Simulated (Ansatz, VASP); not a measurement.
## One calculation of BN, two programs

```
CELL_PARAMETERS angstrom
2.55394 0.00000 0.00000
-1.27697 2.21178 0.00000
0.00000 0.00000 4.22685
ATOMIC_POSITIONS crystal
B 0.66667 0.33333 0.92875
B 0.33333 0.66667 0.49972
N 0.66667 0.33333 0.62528
N 0.33333 0.66667 0.12528
```

Alike in both runs: task single point; functional PBE; k mesh 12 × 12 × 6; occupations gaussian, width 0.05 eV; no spin polarisation.

```csv
,VASP,Ansatz
version,VASP 6.6.1,Ansatz 0.2.0
potentials or method,"VASP PAW PBE potentials, release 64 (B, N), cutoff 520 eV","scalar-relativistic, plane waves, PAW"
valence electrons in the cell,16,16
```

|  | VASP | Ansatz | Ansatz less VASP |
| --- | --- | --- | --- |
| gap on the k mesh at the Fermi level (eV) | 1.84 | 1.86 | +0.015 |
| least direct gap on the mesh (eV) | 5.80 | 5.81 | +0.006 |
| pressure (GPa) | 20.2 | 20.1 | -0.11 |
| traceless stress, the component that is largest in VASP (GPa) | 24.76 | 24.57 | -0.194 |
| rms of the force components (eV/Å) | 5.832 | 5.821 | -0.0114 |

Atom by atom the forces differ by 0.012 eV/Å (rms over components).
